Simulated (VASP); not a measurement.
# Y (P6_3/mmc) in VASP: notebook, part 2 of 2

VASP 6.6.1.

## 4. Single point, PBEsol

This run uses another cell than the first one, of 31.33 Å³/atom, 1.204 times its volume.

File INCAR:

```
SYSTEM = Y
ALGO = Normal
EDIFF = 1E-6
ENCUT = 520
GGA = PS
ISIF = 2
ISMEAR = -1
LASPH = .True.
LCHARG = .False.
LREAL = .False.
LWAVE = .False.
NBANDS = 18
NELM = 100
PREC = Accurate
SIGMA = 0.05
```

File KPOINTS:

```
k-points
0
Gamma
  8 8 5
  0 0 0
```

File POSCAR:

```
Y
1.0
    3.5917089105      0.0000000000      0.0000000000
   -1.7958544553      3.1105111595      0.0000000000
    0.0000000000      0.0000000000      5.6090592954
Y
2
Direct
    0.6666666667      0.3333333333      0.7500000000
    0.3333333333      0.6666666667      0.2500000000
```

Potentials or basis: VASP PAW PBE potentials, release 64 (Y_sv).

Started as:

```bash
> cat potpaw_PBE.64/Y_sv/POTCAR > POTCAR
> mpirun -np 1 vasp_std > vasp.out
```

OUTCAR:

```text
SYSTEM = Y
   EDIFF = 1E-6
   ENCUT = 520
   GGA = PS
   ISIF = 2
   ISMEAR = -1
   LASPH = .True.
   LREAL = .False.
   NELM = 100
   PREC = Accurate

 ion  position               nearest neighbor table
   1  0.667  0.333  0.750-   2 3.49   2 3.49   2 3.49   2 3.49   2 3.49   2 3.49
   2  0.333  0.667  0.250-   1 3.49   1 3.49   1 3.49   1 3.49   1 3.49   1 3.49

  LATTYP: Found a hexagonal cell.
 ALAT       =     3.5917089105
 C/A-ratio  =     1.5616686750

  Lattice vectors:

 A1 = (   3.5917089105,   0.0000000000,   0.0000000000)
 A2 = (  -1.7958544553,   3.1105111595,   0.0000000000)
 A3 = (   0.0000000000,   0.0000000000,   5.6090592954)

Analysis of symmetry for initial positions (statically):
=====================================================================
 Subroutine PRICEL returns:
 Original cell was already a primitive cell.

 Routine SETGRP: Setting up the symmetry group for a
 hexagonal supercell.

 Subroutine GETGRP returns: Found 24 space group operations
 (whereof 12 operations were pure point group operations)
 out of a pool of 24 trial point group operations.

The static configuration has the point symmetry D_3d.
 The point group associated with its full space group is D_6h.

Analysis of symmetry for dynamics (positions and initial velocities):
=====================================================================
 Subroutine PRICEL returns:
 Original cell was already a primitive cell.

 Routine SETGRP: Setting up the symmetry group for a
 hexagonal supercell.

 Subroutine GETGRP returns: Found 24 space group operations
 (whereof 12 operations were pure point group operations)
 out of a pool of 24 trial point group operations.

The dynamic configuration has the point symmetry D_3d.
 The point group associated with its full space group is D_6h.

 Subroutine INISYM returns: Found 24 space group operations
 (whereof 12 operations are pure point group operations),
 and found     1 'primitive' translations

----------------------------------------------------------------------------------------

[... 106 lines left out ...]
   EFERMI =   0.00;   METHOD = LEGACY
   ISMEAR =    -1;   SIGMA  =   0.05  broadening in eV -4-tet -1-fermi 0-gaus
   EFERMI_NEDOS =   21; number of points for ismear=-14 and -15
   IALGO  =     38    algorithm
   IMIX   =      4    mixing-type and parameters
     AMIX     =   0.40;   BMIX     =  1.00
     AMIX_MAG =   1.60;   BMIX_MAG =  1.00
  volume/ion in A,a.u.               =      31.33       211.44
  Fermi-wavevector in a.u.,A,eV,Ry     =   1.154892  2.182430 18.147121  1.333776
  Thomas-Fermi vector in A             =   2.291525
   LORBIT       =      0    0 simple, 1 ext, 2 COOP (PROOUT), +10 PAW based schemes
   GGA     = PS    functional components
   LHFCALC =     F    Hartree Fock is set to
   AEXX    =    0.0000 exact exchange contribution
   IVDW    =     0    specifies the selected vdW correction
   LEPSILON=     F    determine dielectric tensor
   LRPA    =     F    only Hartree local field effects (RPA)
 non-spin polarized calculation
  energy-cutoff  :      520.00
  volume of cell :       62.66
 maximum number of plane-waves:      1725
 NGX is ok and might be reduce to    28
   NGX = 13   NGY = 13   NGZ = 21

 number of electron      22.0000001 magnetization

 Free energy of the ion-electron system (eV)
  ---------------------------------------------------
  ext. energy  EPLUGINS =         0.00000000
  ---------------------------------------------------
  free energy    TOTEN  =       -13.64512029 eV

  energy without entropy =      -13.60515243  energy(sigma->0) =      -13.62513636

 E-fermi :   3.0964     XC(G=0):  -9.7189

 val. band max:        3.0892255027   @ k =   0.3750   0.2500   0.4000
 cond. band min:       3.1546112411   @ k =   0.2500  -0.0000   0.4000
 fundamental gap:      0.0653857384
 Fermi energy:         3.0964042296

 k-point     1 :       0.0000    0.0000    0.0000
  band No.  band energies     occupation
      1     -39.3653      2.00000
      2     -39.2728      2.00000
      3     -19.7298      2.00000
      4     -19.1677      2.00000
      5     -19.1677      2.00000
      6     -19.0608      2.00000
[... 481 lines left out ...]
      5     -19.2475      2.00000
      6     -19.2277      2.00000
[... 10 lines left out ...]
     17       7.8139      0.00000
     18       7.9298      0.00000

 [... further k-points ...]
[... 5 lines left out ...]
  --------------------------------------------------------------------------------------
  -------------------------------------------------------------------------------------
  Total       -0.0466645     -0.0466645     -0.0530491      0.0000000      0.0000000     -0.0000000
  in kB       -1.1930935     -1.1930935     -1.3563303      0.0000000      0.0000000     -0.0000000
  external PRESSURE =      -1.2475058 kB  Pullay stress =       0.0000000 kB

 VOLUME and BASIS-vectors are now :
 -----------------------------------------------------------------------------
  energy-cutoff  :      520.00
  volume of cell :       62.66
      direct lattice vectors                 reciprocal lattice vectors
     3.591708910  0.000000000  0.000000000     0.278418999  0.160745284  0.000000000
    -1.795854455  3.110511160  0.000000000     0.000000000  0.321490568  0.000000000
     0.000000000  0.000000000  5.609059295     0.000000000  0.000000000  0.178283015

 POSITION                                       TOTAL-FORCE (eV/Angst)
 -----------------------------------------------------------------------------------
      1.79585      1.03684      4.20679         0.000000      0.000000      0.000000
     -0.00000      2.07367      1.40226        -0.000000      0.000000      0.000000
 -----------------------------------------------------------------------------------
    total drift:                                0.000000     -0.000000      0.000000

  FREE ENERGIE OF THE ION-ELECTRON SYSTEM (eV)
  ---------------------------------------------------
  free  energy   TOTEN  =       -13.6451202890 eV

  energy  without entropy=      -13.6051524318  energy(sigma->0) =      -13.62513636
```

OSZICAR:

```text
N       E                     dE             d eps       ncg     rms          rms(c)
DAV:   1     0.868142931207E+02    0.86814E+02   -0.11282E+04  1080   0.116E+03
DAV:   2    -0.641621061825E+01   -0.93231E+02   -0.91698E+02  1352   0.258E+02
DAV:   3    -0.138163098507E+02   -0.74001E+01   -0.73325E+01  1852   0.428E+01
DAV:   4    -0.140746052205E+02   -0.25830E+00   -0.25801E+00  1312   0.737E+00
DAV:   5    -0.140806764823E+02   -0.60713E-02   -0.60686E-02  1520   0.921E-01    0.342E+01
DAV:   6    -0.137188709824E+02    0.36181E+00   -0.44668E-01  1198   0.405E+00    0.211E+01
DAV:   7    -0.136581162870E+02    0.60755E-01   -0.86251E-01  1480   0.511E+00    0.177E+00
DAV:   8    -0.136455470257E+02    0.12569E-01   -0.14830E-01  1346   0.222E+00    0.751E-01
DAV:   9    -0.136450832410E+02    0.46378E-03   -0.42746E-03  1478   0.405E-01    0.286E-01
DAV:  10    -0.136451320004E+02   -0.48759E-04   -0.10573E-03  1186   0.278E-01    0.163E-01
DAV:  11    -0.136451235816E+02    0.84188E-05   -0.69367E-05  1550   0.651E-02    0.645E-02
DAV:  12    -0.136451191221E+02    0.44596E-05   -0.13478E-05  1194   0.287E-02    0.232E-02
DAV:  13    -0.136451201760E+02   -0.10539E-05   -0.34223E-06  1138   0.167E-02    0.277E-03
DAV:  14    -0.136451202890E+02   -0.11301E-06   -0.12975E-07   624   0.223E-03
   1 F= -.13645120E+02 E0= -.13625136E+02  d E =-.399679E-01
```

It took 21 s on 1 thread of Intel Xeon Platinum 8488C (Sapphire Rapids), shared host; peak memory 0.19 GiB.

Results:

| Property | Result |
| --- | --- |
| Free energy | -13.6451 eV |
| Pressure | -0.1 GPa |
| Band gap on the k mesh | zero (band 11 reaches 4.20 eV, above the bottom of band 12 at 2.69 eV) |

Caveat: the PAW data sets were made with another functional, which shifts forces and pressure a little.

## 5. Summary

```csv
cell,gap on the mesh (eV),pressure (GPa)
"a = 3.361, b = 3.361, c = 5.319 Å, angles 90.0, 90.0, 120.0°, 2 atoms",none,9.7
"a = 3.455, b = 3.455, c = 5.453 Å, angles 90.0, 90.0, 120.0°, 2 atoms",none,4.8
"a = 3.592, b = 3.592, c = 5.609 Å, angles 90.0, 90.0, 120.0°, 2 atoms",none,-0.1
```

Alike in all rows: task single point; level PBEsol; potentials or basis VASP PAW PBE potentials, release 64 (Y_sv); no spin polarisation; k mesh 8 × 8 × 5; cutoff (eV) 520; smearing fermi-dirac 0.05 eV.

Caveats: the PAW data sets were made with another functional, which shifts forces and pressure a little.

Total energies depend on the potentials used, so only differences within one code and one set of settings carry meaning.
